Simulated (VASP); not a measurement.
Wanted: the native input for a VASP 6.6.1 run.

| Item | Value |
| --- | --- |
| Task | single point |
| Functional | RPBE |
| Potentials or basis | VASP PAW PBE potentials, release 64 (Ti_sv, O) |
| Cutoff | 520 eV |
| k mesh | 10 × 10 × 10 |
| Occupations | fermi-dirac, width 0.05 eV |
| Spin | no spin polarisation |
| Dipole correction | no |
| Further INCAR settings | ALGO = Normal; EDIFF = 1e-07; NBANDS = 33 |

The structure of TiO2 lies in POSCAR:

```
TiO2
1.0
   -1.8921000000      1.8921000000      4.7573000000
    1.8921000000     -1.8921000000      4.7573000000
    1.8921000000      1.8921000000     -4.7573000000
Ti O
2 4
Direct
    0.7500000000      0.2500000000      0.5000000000
    0.0000000000      0.0000000000      0.0000000000
    0.7919000000      0.7919000000      0.0000000000
    0.5419000000      0.0419000000      0.5000000000
    0.9581000000      0.4581000000      0.5000000000
    0.2081000000      0.2081000000      0.0000000000
```

One way to write it, as run:

INCAR

```
PREC = Accurate
ENCUT = 520
EDIFF = 1E-7
ISMEAR = -1
SIGMA = 0.05
LREAL = F
LASPH = T
NELM = 80
ALGO = Normal
ISIF = 2
LWAVE = F
LCHARG = F
GGA = RP
NBANDS = 33
```

KPOINTS

```
regular mesh
0
Gamma
  10 10 10
```

Potentials or basis: VASP PAW PBE potentials, release 64 (Ti_sv, O).

Command:

```console
$ cat potpaw_PBE.64/Ti_sv/POTCAR potpaw_PBE.64/O/POTCAR > POTCAR
$ mpirun -np 1 vasp_std > vasp.out
```

Results of the run:

```
Pressure               : 10.4 GPa
Largest force          : 0.191 eV/Å
Band gap on the k mesh : 2.16 eV (least direct gap 2.48 eV)
```

Caveat: the cell stands under pressure; the PAW data sets were made with another functional, which shifts forces and pressure a little.

Wall time 3.2 min on 1 thread of Intel(R) Xeon(R) 6975P-C (Granite Rapids), with other jobs on the host, peak memory 0.36 GiB.
